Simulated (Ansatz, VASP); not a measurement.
TiC: VASP beside Ansatz

```xyz
2
Lattice="0.0000 2.1640 2.1640 2.1640 0.0000 2.1640 2.1640 2.1640 0.0000" Properties=species:S:1:pos:R:3 pbc="T T T"
Ti    0.0000    0.0000    0.3000
C     2.1640    2.1640    2.1640
```

Change from the starting cell: all Ti atoms moved -0.300 Å, as atom 1 towards its neighbour atom 2 (C) at 2.164 Å.

Alike in both runs: task single point; functional PBEsol; k mesh 18 × 18 × 18; occupations gaussian, width 0.15 eV; no spin polarisation.

|  | VASP | Ansatz |
| --- | --- | --- |
| version | VASP 6.6.1 | Ansatz 0.2.0 |
| potentials or method | VASP PAW PBE potentials, release 64 (Ti_sv, C), cutoff 520 eV | scalar-relativistic, plane waves, PAW |
| valence electrons in the cell | 16 | 16 |

VASP gave:

* gap on the k mesh at the Fermi level (eV): none
* pressure (GPa): 5.7
* traceless stress, the component that is largest in VASP (GPa): 20.85
* rms of the force components (eV/Å): 2.025

**Question.** Estimate Ansatz's values.

**Answer.** gap on the k mesh at the Fermi level (eV): none; pressure (GPa): 5.4; traceless stress, the component that is largest in VASP (GPa): 20.63; rms of the force components (eV/Å): 2.012.

VASP's potentials were made for PBE, not for PBEsol. Atom by atom the forces differ by 0.014 eV/Å (rms over components). A gap of «none» marks a metal or a gap that the smearing closes.
